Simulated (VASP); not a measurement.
# Fe (Im-3m) in VASP: single point with PBE

Aim: the single point of Fe with PBE.

All numbers are computed with VASP 6.6.1; they aren't measurements. Logs are shortened: lines on timing, memory, paths and dates and some standing lists are left out, and cuts for length are marked.

### 1 The cell of the first run

The structure is cubic, space group Im-3m (No. 229). Conventional cell: a = 2.899 Å, b = 2.899 Å, c = 2.899 Å, α = 90.00°, β = 90.00°, γ = 90.00°. Within 3.3 Å of Fe (site symmetry m-3m) lie 14 Fe at 2.51 to 2.90 Å.

### 2 Single point, PBE, non-collinear spin, typed start, spin-orbit coupling

Contents of INCAR:

```
SYSTEM = Fe
PREC = Accurate ; ENCUT = 520
EDIFF = 1E-7 ; ISMEAR = 0
SIGMA = 0.1 ; LREAL = .False.
LASPH = .True. ; NELM = 150
ALGO = Normal ; ISIF = 2
LWAVE = .False. ; LCHARG = .False.
MAGMOM = 0 0 2.2 ; LORBIT = 11
LSORBIT = .True. ; GGA_COMPAT = .False.
LORBMOM = .True. ; LMAXMIX = 4
GGA = PE ; NBANDS = 19
```

Contents of KPOINTS:

```
regular mesh
0
Gamma
  5 5 5
  0 0 0
```

Contents of POSCAR:

```
Fe
1.0
   -1.4495000000      1.4495000000      1.4495000000
    1.4495000000     -1.4495000000      1.4495000000
    1.4495000000      1.4495000000     -1.4495000000
Fe
1
Direct
    0.0000000000      0.0000000000      0.0000000000
```

Potentials or basis: VASP PAW PBE potentials, release 64 (Fe).

Launch:

```console
cat potpaw_PBE.64/Fe/POTCAR > POTCAR
mpirun -np 1 vasp_ncl > vasp.out
```

OUTCAR:

```text
SYSTEM = Fe
   PREC = Accurate
   ENCUT = 520
   EDIFF = 1E-7
   ISMEAR = 0
   LREAL = .False.
   LASPH = .True.
   NELM = 150
   ISIF = 2
   LORBIT = 11
   LSORBIT = .True.
   GGA = PE

 ion  position               nearest neighbor table
   1  0.000  0.000  0.000-

  LATTYP: Found a body centered cubic cell.
 ALAT       =     2.8990000000

  Lattice vectors:

 A1 = (  -1.4495000000,   1.4495000000,   1.4495000000)
 A2 = (   1.4495000000,  -1.4495000000,   1.4495000000)
 A3 = (   1.4495000000,   1.4495000000,  -1.4495000000)

Analysis of symmetry for initial positions (statically):
=====================================================================
 Subroutine PRICEL returns:
 Original cell was already a primitive cell.

 Routine SETGRP: Setting up the symmetry group for a
 body centered cubic supercell.

 Subroutine GETGRP returns: Found 48 space group operations
 (whereof 48 operations were pure point group operations)
 out of a pool of 48 trial point group operations.

The static configuration has the point symmetry O_h .

Analysis of symmetry for dynamics (positions and initial velocities):
=====================================================================
 Subroutine PRICEL returns:
 Original cell was already a primitive cell.

 Routine SETGRP: Setting up the symmetry group for a
 body centered cubic supercell.

 Subroutine GETGRP returns: Found 48 space group operations
 (whereof 48 operations were pure point group operations)
 out of a pool of 48 trial point group operations.

The dynamic configuration has the point symmetry O_h .

Analysis of structural, dynamic, and magnetic symmetry:
=====================================================================
 Subroutine PRICEL returns:
 Original cell was already a primitive cell.

 Routine SETGRP: Setting up the symmetry group for a
 body centered cubic supercell.

 Subroutine GETGRP returns: Found  8 space group operations
 (whereof  8 operations were pure point group operations)
 out of a pool of 48 trial point group operations.

The overall configuration has the point symmetry C_4h.

 Subroutine INISYM returns: Found  8 space group operations
 (whereof  8 operations are pure point group operations),
 and found     1 'primitive' translations

----------------------------------------------------------------------------------------

                                     Primitive cell

  volume of cell :      12.1819

  direct lattice vectors                    reciprocal lattice vectors
    -1.449500000  1.449500000  1.449500000     0.000000000  0.344946533  0.344946533
     1.449500000 -1.449500000  1.449500000     0.344946533  0.000000000  0.344946533
     1.449500000  1.449500000 -1.449500000     0.344946533  0.344946533  0.000000000

  length of vectors
     2.510607646  2.510607646  2.510607646     0.487828066  0.487828066  0.487828066

  position of ions in fractional coordinates (direct lattice)
     0.000000000  0.000000000  0.000000000

  ion indices of the primitive-cell ions
   primitive index   ion index
                 1           1

----------------------------------------------------------------------------------------

 KPOINTS: regular mesh

Automatic generation of k-mesh.
 Grid dimensions read from file:
 generate k-points for:    5    5    5

 Generating k-lattice:

  Cartesian coordinates                     Fractional coordinates (reciprocal lattice)
     0.000000000  0.068989307  0.068989307     0.200000000  0.000000000  0.000000000
     0.068989307  0.000000000  0.068989307     0.000000000  0.200000000  0.000000000
     0.068989307  0.068989307  0.000000000     0.000000000  0.000000000  0.200000000

  Length of vectors
     0.097565613  0.097565613  0.097565613

  Shift w.r.t. Gamma in fractional coordinates (k-lattice)
     0.000000000  0.000000000  0.000000000

 Subroutine IBZKPT returns following result:
 ===========================================

 Found     21 irreducible k-points:

 Following reciprocal coordinates:
            Coordinates               Weight
  0.000000  0.000000  0.000000      1.000000
  0.200000  0.000000  0.000000      8.000000
  0.000000  0.000000  0.200000      4.000000
  0.400000  0.000000  0.000000      8.000000
  0.000000  0.000000  0.400000      4.000000
  0.200000  0.200000  0.000000      8.000000
[... 13 lines left out ...]
 -0.400000  0.400000  0.400000      4.000000
  0.400000  0.400000 -0.400000      2.000000
   k-points           NKPTS =     21   k-points in BZ     NKDIM =     21   number of bands    NBANDS=     19
   number of dos      NEDOS =    301   number of ions     NIONS =      1
   total plane-waves  NPLWV =   8000
   dimension x,y,z NGX =    20 NGY =   20 NGZ =   20
   dimension x,y,z NGXF=    40 NGYF=   40 NGZF=   40
   ions per type =               1
   NGX,Y,Z   is equivalent  to a cutoff of  13.24, 13.24, 13.24 a.u.
   NGXF,Y,Z  is equivalent  to a cutoff of  26.49, 26.49, 26.49 a.u.
 SYSTEM =  Fe
   PREC   = accura    normal or accurate (medium, high low for compatibility)
   ISTART =      0    job   : 0-new  1-cont  2-samecut
   ICHARG =      2    charge: 1-file 2-atom 10-const
   ISPIN  =      1    spin polarized calculation?
   LNONCOLLINEAR =      T non collinear calculations
   LSORBIT =      T    spin-orbit coupling
   LASPH  =      T    aspherical Exc in radial PAW
   ENCUT  =  520.0 eV  38.22 Ry    6.18 a.u.   4.67  4.67  4.67*2*pi/ulx,y,z
   NELM   =    150;   NELMIN=  2; NELMDL= -5     # of ELM steps
   EDIFF  = 0.1E-06   stopping-criterion for ELM
   LREAL  =      F    real-space projection
   EDIFFG = 0.1E-05   stopping-criterion for IOM
   NSW    =      0    number of steps for IOM
   IBRION =     -1    ionic relax: 0-MD 1-quasi-New 2-CG
   NFREE  =      0    steps in history (QN), initial steepest desc. (CG)
   ISIF   =      2    stress and relaxation
   ISYM   =      2    0-nonsym 1-usesym 2-fastsym
   POTIM  = 0.5000    time-step for ionic-motion
   TEBEG  =    0.0;   TEEND  =   0.0 temperature during run
   PSTRESS=    0.0 pullay stress
   NELECT =       8.0000    total number of electrons
   NUPDOWN=      -1.0000    fix difference up-down
   EMIN   =  10.00;   EMAX   =-10.00  energy-range for DOS
   EFERMI =   0.00;   METHOD = LEGACY
   ISMEAR =     0;   SIGMA  =   0.10  broadening in eV -4-tet -1-fermi 0-gaus
   EFERMI_NEDOS =   21; number of points for ismear=-14 and -15
   IALGO  =     38    algorithm
   IMIX   =      4    mixing-type and parameters
     AMIX     =   0.40;   BMIX     =  1.00
     AMIX_MAG =   1.60;   BMIX_MAG =  1.00
  volume/ion in A,a.u.               =      12.18        82.21
  Fermi-wavevector in a.u.,A,eV,Ry     =   1.422984  2.689049 27.550203  2.024883
  Thomas-Fermi vector in A             =   2.543630
   LORBIT       =     11    0 simple, 1 ext, 2 COOP (PROOUT), +10 PAW based schemes
   GGA     = PE    functional components
   LHFCALC =     F    Hartree Fock is set to
   AEXX    =    0.0000 exact exchange contribution
   IVDW    =     0    specifies the selected vdW correction
   LEPSILON=     F    determine dielectric tensor
   LRPA    =     F    only Hartree local field effects (RPA)
 Gauss-broadening in eV      SIGMA  =   0.10
  energy-cutoff  :      520.00
  volume of cell :       12.18
 maximum number of plane-waves:       684
   NGX =  9   NGY =  9   NGZ =  9

 number of electron       7.9999995 magnetization      -0.0000000     -0.0000000      2.1702074

 number of electron       7.9999995 magnetization       0.0000000      0.0000000      2.1706097

 number of electron       7.9999995 magnetization      -0.0000000      0.0000000      2.1706093

 Free energy of the ion-electron system (eV)
  ---------------------------------------------------
  ext. energy  EPLUGINS =         0.00000000
  ---------------------------------------------------
  free energy    TOTEN  =        -8.16281763 eV

  energy without entropy =       -8.15262974  energy(sigma->0) =       -8.15772368

 E-fermi :   5.0437     XC(G=0): -12.7342

 val. band max:        5.0255600536   @ k =   0.4000   0.0000   0.0000
 cond. band min:       5.1352550535   @ k =   0.4000   0.0000   0.0000
 fundamental gap:      0.1096949999
 Fermi energy:         5.0437023652

 k-point     1 :       0.0000    0.0000    0.0000
  band No.  band energies     occupation
      1      -2.9299      1.00000
      2      -2.7129      1.00000
      3       2.9499      1.00000
      4       2.9768      1.00000
      5       3.0083      1.00000
      6       3.9714      1.00000
[... 11 lines left out ...]
     18      29.4326      0.00000
     19      34.0310      0.00000

 k-point     2 :       0.2000    0.0000    0.0000
  band No.  band energies     occupation
      1      -1.4589      1.00000
      2      -1.2148      1.00000
      3       2.6277      1.00000
      4       2.8605      1.00000
      5       3.7161      1.00000
      6       3.8266      1.00000
[... 11 lines left out ...]
     18      28.6333      0.00000
     19      29.3877      0.00000

 k-point     3 :       0.0000    0.0000    0.2000
  band No.  band energies     occupation
      1      -1.4589      1.00000
      2      -1.2149      1.00000
      3       2.6281      1.00000
      4       2.8603      1.00000
      5       3.7233      1.00000
      6       3.8111      1.00000
[... 11 lines left out ...]
     18      28.6306      0.00000
     19      29.3871      0.00000

 k-point     4 :       0.4000    0.0000    0.0000
  band No.  band energies     occupation
      1       0.5019      1.00000
      2       1.5351      1.00000
      3       2.0946      1.00000
      4       3.7392      1.00000
      5       3.9233      1.00000
      6       4.1194      1.00000
[... 341 lines left out ...]
     18      25.6369      0.00000
     19      26.0739      0.00000

 k-point    20 :      -0.4000    0.4000    0.4000
  band No.  band energies     occupation
      1       0.9067      1.00000
      2       0.9341      1.00000
      3       2.7228      1.00000
      4       2.9206      1.00000
      5       4.6202      1.00000
      6       4.6238      1.00000
[... 11 lines left out ...]
     18      21.2889      0.00000
     19      21.8877      0.00000

 k-point    21 :       0.4000    0.4000   -0.4000
  band No.  band energies     occupation
      1       0.9067      1.00000
      2       0.9340      1.00000
      3       2.7222      1.00000
      4       2.9215      1.00000
      5       4.5891      1.00000
      6       4.6579      1.00000
[... 11 lines left out ...]
     18      21.2895      0.00000
     19      21.8904      0.00000

------------------------ aborting loop because EDIFF is reached ----------------------------------------

  FORCE on cell =-STRESS in cart. coord.  units (eV):
  Direction    XX          YY          ZZ          XY          YZ          ZX
  --------------------------------------------------------------------------------------
  -------------------------------------------------------------------------------------
  Total       -0.9808114     -0.9808114     -0.9806295      0.0000008     -0.0000000      0.0000000
  in kB     -128.9975467   -128.9975467   -128.9736244      0.0001016     -0.0000000      0.0000000
  external PRESSURE =    -128.9895726 kB  Pullay stress =       0.0000000 kB

 VOLUME and BASIS-vectors are now :
 -----------------------------------------------------------------------------
  energy-cutoff  :      520.00
  volume of cell :       12.18
      direct lattice vectors                 reciprocal lattice vectors
    -1.449500000  1.449500000  1.449500000     0.000000000  0.344946533  0.344946533
     1.449500000 -1.449500000  1.449500000     0.344946533  0.000000000  0.344946533
     1.449500000  1.449500000 -1.449500000     0.344946533  0.344946533  0.000000000

 POSITION                                       TOTAL-FORCE (eV/Angst)
 -----------------------------------------------------------------------------------
      0.00000      0.00000      0.00000         0.000000      0.000000      0.000000
 -----------------------------------------------------------------------------------
    total drift:                                0.000000     -0.000000     -0.000000

  FREE ENERGIE OF THE ION-ELECTRON SYSTEM (eV)
  ---------------------------------------------------
  free  energy   TOTEN  =        -8.1628176315 eV

  energy  without entropy=       -8.1526297355  energy(sigma->0) =       -8.15772368

 orbital moment (x)

 # of ion     p       d       tot
 ----------------------------------------
  1        -0.000  -0.000  -0.000
 ----------------------------------------
           -0.000  -0.000  -0.000

 orbital moment (y)

 # of ion     p       d       tot
 ----------------------------------------
  1        -0.000   0.000   0.000
 ----------------------------------------
           -0.000   0.000   0.000

 orbital moment (z)

 # of ion     p       d       tot
 ----------------------------------------
  1         0.000   0.053   0.053
 ----------------------------------------
            0.000   0.053   0.053

 Spin-Orbit-Coupling matrix elements

 Ion:    1  E_soc:     -0.0133977
 l=   1
     0.0000000    -0.0003207    -0.0002929
    -0.0003207     0.0000000    -0.0003207
    -0.0002929    -0.0003207     0.0000000
 l=   2
     0.0000000    -0.0005037     0.0000000    -0.0005037    -0.0013302
    -0.0005037     0.0000000    -0.0010973    -0.0004933    -0.0003695
     0.0000000    -0.0010973     0.0000000    -0.0010973     0.0000000
    -0.0005037    -0.0004933    -0.0010973     0.0000000    -0.0003695
    -0.0013302    -0.0003695     0.0000000    -0.0003695     0.0000000
 l=   3
     0.0000000     0.0000000     0.0000000     0.0000000     0.0000000     0.0000000     0.0000000
     0.0000000     0.0000000     0.0000000     0.0000000     0.0000000     0.0000000     0.0000000
     0.0000000     0.0000000     0.0000000     0.0000000     0.0000000     0.0000000     0.0000000
     0.0000000     0.0000000     0.0000000     0.0000000     0.0000000     0.0000000     0.0000000
     0.0000000     0.0000000     0.0000000     0.0000000     0.0000000     0.0000000     0.0000000
     0.0000000     0.0000000     0.0000000     0.0000000     0.0000000     0.0000000     0.0000000
     0.0000000     0.0000000     0.0000000     0.0000000     0.0000000     0.0000000     0.0000000

 total charge

# of ion       s       p       d       tot
------------------------------------------
    1        0.458   0.490   6.183   7.130

 magnetization (x)

# of ion       s       p       d       tot
------------------------------------------
    1        0.000  -0.000  -0.000  -0.000

 magnetization (y)

# of ion       s       p       d       tot
------------------------------------------
    1        0.000   0.000   0.000   0.000

 magnetization (z)

# of ion       s       p       d       tot
------------------------------------------
    1       -0.012  -0.039   2.221   2.169
```

Wall time 86 s (1 thread of AMD EPYC 7R13, shared host); peak memory 0.13 GiB.

Results:

```
Free energy                                           : -8.1628 eV
Pressure                                              : -12.9 GPa
Net moment                                            : 2.17 μB per cell
Valence electrons inside the program's atomic spheres : Fe 7.13
```

Moments on the atoms (μB; x, y, z):
```
Fe  0.00 0.00 2.17
```

Caveat: the k points lie up to 0.61 Å⁻¹ apart.
